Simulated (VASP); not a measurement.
# PdBr (rocksalt type) (Fm-3m) in VASP: a series of runs

PdBr (rocksalt type) is run at these levels: PBE; tasks: single point.

All numbers are computed with VASP 6.6.1; they aren't measurements. Logs are shortened: lines on timing, memory, paths and dates and some standing lists are left out, and cuts for length are marked.

## 1. The cell of the first run

It takes space group Fm-3m (No. 225, cubic). Conventional cell: a = 5.303 Å, b = 5.303 Å, c = 5.303 Å, α = 90.00°, β = 90.00°, γ = 90.00°. Pd (site symmetry m-3m) has 6 Br at 2.65 Å within 3.5 Å. Within 3.5 Å of Br (site symmetry m-3m) lie 6 Pd at 2.65 Å.

## 2. Single point, PBE (volume scaled by 0.9)

Contents of INCAR:

```
  ALGO = Normal
  EDIFF = 1E-7
  ENCUT = 520
  GGA = PE
  ISIF = 2
  ISMEAR = -1
  LASPH = True
  LCHARG = False
  LREAL = False
  LWAVE = False
  NBANDS = 16
  NELM = 80
  PREC = Accurate
  SIGMA = 0.1
```

Contents of KPOINTS:

```
k-points
0
Gamma
  13 13 13
```

Contents of POSCAR:

```
PdBr
1.0
    0.0000000000      2.6516276447      2.6516276447
    2.6516276447      0.0000000000      2.6516276447
    2.6516276447      2.6516276447      0.0000000000
Pd Br
1 1
Direct
    0.0000000000      0.0000000000      0.0000000000
    0.5000000000      0.5000000000      0.5000000000
```

Potentials or basis: VASP PAW PBE potentials, release 64 (Pd, Br).

Launch:

```console
$ cat potpaw_PBE.64/Pd/POTCAR potpaw_PBE.64/Br/POTCAR > POTCAR
$ mpirun -np 1 vasp_std > vasp.out
```

OUTCAR:

```text
EDIFF = 1E-7
   ENCUT = 520
   GGA = PE
   ISIF = 2
   ISMEAR = -1
   LASPH = True
   LREAL = False
   NELM = 80
   PREC = Accurate

 ion  position               nearest neighbor table
   1  0.000  0.000  0.000-   2 2.65   2 2.65   2 2.65   2 2.65   2 2.65   2 2.65
   2  0.500  0.500  0.500-   1 2.65   1 2.65   1 2.65   1 2.65   1 2.65   1 2.65

  LATTYP: Found a face centered cubic cell.
 ALAT       =     5.3032552894

  Lattice vectors:

 A1 = (   0.0000000000,   2.6516276447,   2.6516276447)
 A2 = (   2.6516276447,   0.0000000000,   2.6516276447)
 A3 = (   2.6516276447,   2.6516276447,   0.0000000000)

Analysis of symmetry for initial positions (statically):
=====================================================================
 Subroutine PRICEL returns:
 Original cell was already a primitive cell.

 Routine SETGRP: Setting up the symmetry group for a
 face centered cubic supercell.

 Subroutine GETGRP returns: Found 48 space group operations
 (whereof 48 operations were pure point group operations)
 out of a pool of 48 trial point group operations.

The static configuration has the point symmetry O_h .

Analysis of symmetry for dynamics (positions and initial velocities):
=====================================================================
 Subroutine PRICEL returns:
 Original cell was already a primitive cell.

 Routine SETGRP: Setting up the symmetry group for a
 face centered cubic supercell.

 Subroutine GETGRP returns: Found 48 space group operations
 (whereof 48 operations were pure point group operations)
 out of a pool of 48 trial point group operations.

The dynamic configuration has the point symmetry O_h .

 Subroutine INISYM returns: Found 48 space group operations
 (whereof 48 operations are pure point group operations),
 and found     1 'primitive' translations

----------------------------------------------------------------------------------------

                                     Primitive cell

  volume of cell :      37.2879

  direct lattice vectors                    reciprocal lattice vectors
     0.000000000  2.651627645  2.651627645    -0.188563429  0.188563429  0.188563429
     2.651627645  0.000000000  2.651627645     0.188563429 -0.188563429  0.188563429
     2.651627645  2.651627645  0.000000000     0.188563429  0.188563429 -0.188563429

  length of vectors
     3.749967777  3.749967777  3.749967777     0.326601439  0.326601439  0.326601439

  position of ions in fractional coordinates (direct lattice)
     0.000000000  0.000000000  0.000000000
     0.500000000  0.500000000  0.500000000

  ion indices of the primitive-cell ions
   primitive index   ion index
                 1           1
                 2           2

----------------------------------------------------------------------------------------

 KPOINTS: k-points

Automatic generation of k-mesh.
 Grid dimensions read from file:
 generate k-points for:   13   13   13

 Generating k-lattice:

  Cartesian coordinates                     Fractional coordinates (reciprocal lattice)
    -0.014504879  0.014504879  0.014504879     0.076923077  0.000000000  0.000000000
     0.014504879 -0.014504879  0.014504879     0.000000000  0.076923077  0.000000000
     0.014504879  0.014504879 -0.014504879     0.000000000  0.000000000  0.076923077

  Length of vectors
     0.025123188  0.025123188  0.025123188

  Shift w.r.t. Gamma in fractional coordinates (k-lattice)
     0.000000000  0.000000000  0.000000000

 Subroutine IBZKPT returns following result:
 ===========================================

 Found     84 irreducible k-points:

 Following reciprocal coordinates:
            Coordinates               Weight
  0.000000  0.000000  0.000000      1.000000
  0.076923  0.000000  0.000000      8.000000
  0.153846  0.000000  0.000000      8.000000
  0.230769  0.000000  0.000000      8.000000
  0.307692  0.000000  0.000000      8.000000
  0.384615  0.000000  0.000000      8.000000
[... 16 lines left out ...]
  0.384615  0.153846  0.000000     24.000000
  0.461538  0.153846  0.000000     24.000000
 [... further k-points ...]
   k-points           NKPTS =     84   k-points in BZ     NKDIM =     84   number of bands    NBANDS=     16
   number of dos      NEDOS =    301   number of ions     NIONS =      2
   total plane-waves  NPLWV =  21952
   dimension x,y,z NGX =    28 NGY =   28 NGZ =   28
   dimension x,y,z NGXF=    56 NGYF=   56 NGZF=   56
   ions per type =               1   1
   NGX,Y,Z   is equivalent  to a cutoff of  12.41, 12.41, 12.41 a.u.
   NGXF,Y,Z  is equivalent  to a cutoff of  24.83, 24.83, 24.83 a.u.
 SYSTEM =  unknown system
   PREC   = accura    normal or accurate (medium, high low for compatibility)
   ISTART =      0    job   : 0-new  1-cont  2-samecut
   ICHARG =      2    charge: 1-file 2-atom 10-const
   ISPIN  =      1    spin polarized calculation?
   LNONCOLLINEAR =      F non collinear calculations
   LSORBIT =      F    spin-orbit coupling
   LASPH  =      T    aspherical Exc in radial PAW
   ENCUT  =  520.0 eV  38.22 Ry    6.18 a.u.   6.97  6.97  6.97*2*pi/ulx,y,z
   NELM   =     80;   NELMIN=  2; NELMDL= -5     # of ELM steps
   EDIFF  = 0.1E-06   stopping-criterion for ELM
   LREAL  =      F    real-space projection
   EDIFFG = 0.1E-05   stopping-criterion for IOM
   NSW    =      0    number of steps for IOM
   IBRION =     -1    ionic relax: 0-MD 1-quasi-New 2-CG
   NFREE  =      0    steps in history (QN), initial steepest desc. (CG)
   ISIF   =      2    stress and relaxation
   ISYM   =      2    0-nonsym 1-usesym 2-fastsym
   POTIM  = 0.5000    time-step for ionic-motion
   TEBEG  =    0.0;   TEEND  =   0.0 temperature during run
   PSTRESS=    0.0 pullay stress
   NELECT =      17.0000    total number of electrons
   NUPDOWN=      -1.0000    fix difference up-down
   EMIN   =  10.00;   EMAX   =-10.00  energy-range for DOS
   EFERMI =   0.00;   METHOD = LEGACY
   ISMEAR =    -1;   SIGMA  =   0.10  broadening in eV -4-tet -1-fermi 0-gaus
   EFERMI_NEDOS =   21; number of points for ismear=-14 and -15
   IALGO  =     38    algorithm
   IMIX   =      4    mixing-type and parameters
     AMIX     =   0.40;   BMIX     =  1.00
     AMIX_MAG =   1.60;   BMIX_MAG =  1.00
  volume/ion in A,a.u.               =      18.64       125.82
  Fermi-wavevector in a.u.,A,eV,Ry     =   1.259994  2.381044 21.600416  1.587586
  Thomas-Fermi vector in A             =   2.393526
   LORBIT       =      0    0 simple, 1 ext, 2 COOP (PROOUT), +10 PAW based schemes
   GGA     = PE    functional components
   LHFCALC =     F    Hartree Fock is set to
   AEXX    =    0.0000 exact exchange contribution
   IVDW    =     0    specifies the selected vdW correction
   LEPSILON=     F    determine dielectric tensor
   LRPA    =     F    only Hartree local field effects (RPA)
 non-spin polarized calculation
  energy-cutoff  :      520.00
  volume of cell :       37.29
 maximum number of plane-waves:      1019
   NGX = 13   NGY = 13   NGZ = 13

 number of electron      17.0000002 magnetization

 Free energy of the ion-electron system (eV)
  ---------------------------------------------------
  ext. energy  EPLUGINS =         0.00000000
  ---------------------------------------------------
  free energy    TOTEN  =        -6.69044223 eV

  energy without entropy =       -6.65097497  energy(sigma->0) =       -6.67070860

 E-fermi :   7.1174     XC(G=0): -11.1939

 val. band max:        7.0763628503   @ k =   0.4615   0.1538   0.0000
 cond. band min:       7.1470326675   @ k =  -0.4615   0.3077   0.1538
 fundamental gap:      0.0706698172
 Fermi energy:         7.1173780193

 k-point     1 :       0.0000    0.0000    0.0000
  band No.  band energies     occupation
      1     -10.1667      2.00000
      2       3.8962      2.00000
      3       3.8962      2.00000
      4       3.8962      2.00000
      5       4.4887      2.00000
      6       4.4887      2.00000
[... 8 lines left out ...]
     15      20.6059      0.00000
     16      20.6059      0.00000

 k-point     2 :       0.0769    0.0000    0.0000
  band No.  band energies     occupation
      1     -10.1255      2.00000
      2       3.3573      2.00000
      3       3.4344      2.00000
      4       3.4344      2.00000
      5       4.5404      2.00000
      6       4.5404      2.00000
[... 8 lines left out ...]
     15      19.6071      0.00000
     16      19.6071      0.00000

 k-point     3 :       0.1538    0.0000    0.0000
  band No.  band energies     occupation
      1     -10.0081      2.00000
      2       2.4199      2.00000
      3       2.8453      2.00000
      4       2.8453      2.00000
      5       4.6518      2.00000
      6       4.6518      2.00000
[... 8 lines left out ...]
     15      18.9254      0.00000
     16      18.9254      0.00000

 k-point     4 :       0.2308    0.0000    0.0000
  band No.  band energies     occupation
      1      -9.8338      2.00000
      2       1.4590      2.00000
      3       2.3411      2.00000
      4       2.3411      2.00000
      5       4.8163      2.00000
      6       4.8163      2.00000
[... 8 lines left out ...]
     15      18.9458      0.00000
     16      19.1190      0.00000
[... 324 lines left out ...]
 k-point    22 :       0.3077    0.1538    0.0000
  band No.  band energies     occupation
      1      -9.6855      2.00000
      2       0.8659      2.00000
      3       2.2418      2.00000
      4       2.4647      2.00000
      5       4.5148      2.00000
      6       4.9931      2.00000
[... 8 lines left out ...]
     15      20.9305      0.00000
     16      21.1868      0.00000

 k-point    23 :       0.3846    0.1538    0.0000
  band No.  band energies     occupation
      1      -9.5184      2.00000
      2       0.4299      2.00000
      3       1.7785      2.00000
      4       2.0798      2.00000
      5       4.7147      2.00000
      6       5.1999      2.00000
[... 8 lines left out ...]
     15      21.0024      0.00000
     16      21.1880      0.00000

 k-point    24 :       0.4615    0.1538    0.0000
  band No.  band energies     occupation
      1      -9.3846      2.00000
      2       0.0878      2.00000
      3       1.5157      2.00000
      4       1.7941      2.00000
      5       4.9374      2.00000
      6       5.3043      2.00000
[... 8 lines left out ...]
     15      20.8842      0.00000
     16      21.4764      0.00000

 [... further k-points ...]

------------------------ aborting loop because EDIFF is reached ----------------------------------------

  FORCE on cell =-STRESS in cart. coord.  units (eV):
  Direction    XX          YY          ZZ          XY          YZ          ZX
  --------------------------------------------------------------------------------------
  -------------------------------------------------------------------------------------
  Total        2.1712182      2.1712182      2.1712182     -0.0000000      0.0000000      0.0000000
  in kB       93.2924393     93.2924393     93.2924393     -0.0000000      0.0000000      0.0000000
  external PRESSURE =      93.2924393 kB  Pullay stress =       0.0000000 kB

 VOLUME and BASIS-vectors are now :
 -----------------------------------------------------------------------------
  energy-cutoff  :      520.00
  volume of cell :       37.29
      direct lattice vectors                 reciprocal lattice vectors
     0.000000000  2.651627645  2.651627645    -0.188563429  0.188563429  0.188563429
     2.651627645  0.000000000  2.651627645     0.188563429 -0.188563429  0.188563429
     2.651627645  2.651627645  0.000000000     0.188563429  0.188563429 -0.188563429

 POSITION                                       TOTAL-FORCE (eV/Angst)
 -----------------------------------------------------------------------------------
      0.00000      0.00000      0.00000         0.000000      0.000000      0.000000
      2.65163      2.65163      2.65163         0.000000     -0.000000     -0.000000
 -----------------------------------------------------------------------------------
    total drift:                                0.000000      0.000000      0.000000

  FREE ENERGIE OF THE ION-ELECTRON SYSTEM (eV)
  ---------------------------------------------------
  free  energy   TOTEN  =        -6.6904422309 eV

  energy  without entropy=       -6.6509749696  energy(sigma->0) =       -6.67070860
```

It took 50 s on 1 thread of Intel Xeon 6975P-C, shared host; peak memory 0.19 GiB.

Results:

| Quantity | Value |
| --- | --- |
| Free energy | -6.6904 eV |
| Pressure | 9.3 GPa |

Levels at points of the mesh, in eV from the Fermi level:
```csv
k point,band 7,band 8,band 9,band 10,band 11,band 12
"(0.00, 0.00, 0.00)",-2.61,-2.61,-2.61,1.07,10.32,10.32
```

Caveat: the cell differs from its parent crystal (volume scaled by 0.9); an odd number of electrons without spin polarisation forces a metal; a magnetic or distorted state may lie lower.

## 3. Single point, PBE

This run uses another cell than the first one, of 20.72 Å³/atom, 1.111 times its volume.

Contents of INCAR:

```
SYSTEM = PdBr
  ALGO = Normal
  EDIFF = 1E-6
  ENCUT = 520
  GGA = PE
  ISIF = 2
  ISMEAR = -1
  LASPH = .TRUE.
  LCHARG = .FALSE.
  LREAL = .FALSE.
  LWAVE = .FALSE.
  NBANDS = 16
  NELM = 100
  PREC = Accurate
  SIGMA = 0.1
```

Contents of KPOINTS:

```
k-points
0
G
  13 13 13
  0 0 0
```

Contents of POSCAR:

```
PdBr
1.0
    0.0000000000      2.7464078704      2.7464078704
    2.7464078704      0.0000000000      2.7464078704
    2.7464078704      2.7464078704      0.0000000000
Pd Br
1 1
Direct
    0.0000000000      0.0000000000      0.0000000000
    0.5000000000      0.5000000000      0.5000000000
```

Potentials or basis: VASP PAW PBE potentials, release 64 (Pd, Br).

Launch:

```console
$ cat potpaw_PBE.64/Pd/POTCAR potpaw_PBE.64/Br/POTCAR > POTCAR
$ mpirun -np 1 vasp_std > vasp.out
```

OUTCAR:

```text
SYSTEM = PdBr
   EDIFF = 1E-6
   ENCUT = 520
   GGA = PE
   ISIF = 2
   ISMEAR = -1
   LASPH = .TRUE.
   LREAL = .FALSE.
   NELM = 100
   PREC = Accurate

 ion  position               nearest neighbor table
   1  0.000  0.000  0.000-   2 2.75   2 2.75   2 2.75   2 2.75   2 2.75   2 2.75
   2  0.500  0.500  0.500-   1 2.75   1 2.75   1 2.75   1 2.75   1 2.75   1 2.75

  LATTYP: Found a face centered cubic cell.
 ALAT       =     5.4928157408

  Lattice vectors:

[... 644 lines left out ...]

  FORCE on cell =-STRESS in cart. coord.  units (eV):
  Direction    XX          YY          ZZ          XY          YZ          ZX
  --------------------------------------------------------------------------------------
  -------------------------------------------------------------------------------------
  Total       -0.0082277     -0.0082277     -0.0082277      0.0000000     -0.0000000      0.0000000
  in kB       -0.3181748     -0.3181748     -0.3181748      0.0000000     -0.0000000      0.0000000
  external PRESSURE =      -0.3181748 kB  Pullay stress =       0.0000000 kB

 VOLUME and BASIS-vectors are now :
 -----------------------------------------------------------------------------
  energy-cutoff  :      520.00
  volume of cell :       41.43
      direct lattice vectors                 reciprocal lattice vectors
     0.000000000  2.746407870  2.746407870    -0.182055989  0.182055989  0.182055989
     2.746407870  0.000000000  2.746407870     0.182055989 -0.182055989  0.182055989
     2.746407870  2.746407870  0.000000000     0.182055989  0.182055989 -0.182055989

 POSITION                                       TOTAL-FORCE (eV/Angst)
 -----------------------------------------------------------------------------------
      0.00000      0.00000      0.00000         0.000000      0.000000      0.000000
      2.74641      2.74641      2.74641        -0.000000     -0.000000     -0.000000
 -----------------------------------------------------------------------------------
    total drift:                               -0.000000      0.000000      0.000000

  FREE ENERGIE OF THE ION-ELECTRON SYSTEM (eV)
  ---------------------------------------------------
  free  energy   TOTEN  =        -6.7985202415 eV

  energy  without entropy=       -6.7514392920  energy(sigma->0) =       -6.77497977
```

stdout:

```text
POSCAR found type information on POSCAR PdBr
 POSCAR found :  2 types and       2 ions
 scaLAPACK will be used
 LDA part: xc-table for (Slater+PW92), standard interpolation
 POSCAR, INCAR and KPOINTS ok, starting setup
 FFT: planning ... GRIDC
 FFT: planning ... GRID_SOFT
 FFT: planning ... GRID
 WAVECAR not read
 entering main loop
```

Run time: 63 s. Hardware: 1 thread of Intel Xeon 6975P-C, shared host; peak memory 0.21 GiB.

Results:

* Free energy: -6.7985 eV
* Pressure: 0.0 GPa

Levels at points of the mesh, in eV from the Fermi level:
```
           k point  band 5  band 6  band 7  band 8  band 9  band 10  band 11  band 12  band 13  band 14
(0.00, 0.00, 0.00)   -2.14   -2.14   -2.10   -2.10   -2.10     0.82    10.14    10.14    10.14    10.60
```

Caveat: an odd number of electrons without spin polarisation forces a metal; a magnetic or distorted state may lie lower.
